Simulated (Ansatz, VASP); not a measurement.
Lu: VASP beside Ansatz

INCAR

```
PREC = Accurate ; ENCUT = 520
EDIFF = 1E-6 ; ISMEAR = -1
SIGMA = 0.1 ; LREAL = False
LASPH = True ; NELM = 100
ALGO = Normal ; ISIF = 2
LWAVE = False ; LCHARG = False
GGA = PE ; NBANDS = 18
```

The input KPOINTS:

```
Automatic mesh
0
Gamma
  12 12 12
```

POSCAR

```
Lu
1.0
    3.1527143342      0.0000000000      0.0000000000
    0.0000000000      3.1527143342      0.0000000000
    0.0000000000      0.0000000000      3.1527143342
Lu
1
Direct
    0.0000000000      0.0000000000      0.0000000000
```

Input for Ansatz:

```yaml
crystal:
  lattice:
    - [3.1527143342, 0.0, 0.0]
    - [0.0, 3.1527143342, 0.0]
    - [0.0, 0.0, 3.1527143342]
  atoms:
    - { symbol: Lu, position: [0.0, 0.0, 0.0] }
kpoints:
  mp_grid: { grid: [12, 12, 12] }
scf:
  occupations: { method: fermi_dirac, width: 0.1 }
hamiltonian:
  xc: pbe
  pseudopotentials: { kind: all_electron, lapw: { basis_error: 0.001 } }
output:
  forces: true
  stress: true
  eigenvalues: true
  populations: true
```

Change from the starting cell: volume scaled by 0.95, LAPW.

Alike in both runs: task single point; functional PBE; k mesh 12 × 12 × 12; occupations fermi-dirac, width 0.1 eV; no spin polarisation.

|  | VASP | Ansatz |
| --- | --- | --- |
| version | VASP 6.6.1 | Ansatz 0.2.0 |
| potentials or method | VASP PAW PBE potentials, release 64 (Lu), cutoff 520 eV | all-electron LAPW, scalar-relativistic |

Ansatz gave:

* pressure (GPa): 1.6

Problem. What did VASP give for the same quantities?

Solution. Pressure (GPa): 1.7.

Ansatz ran all-electron here, and VASP with PAW potentials.

Spin-orbit coupling is off throughout.
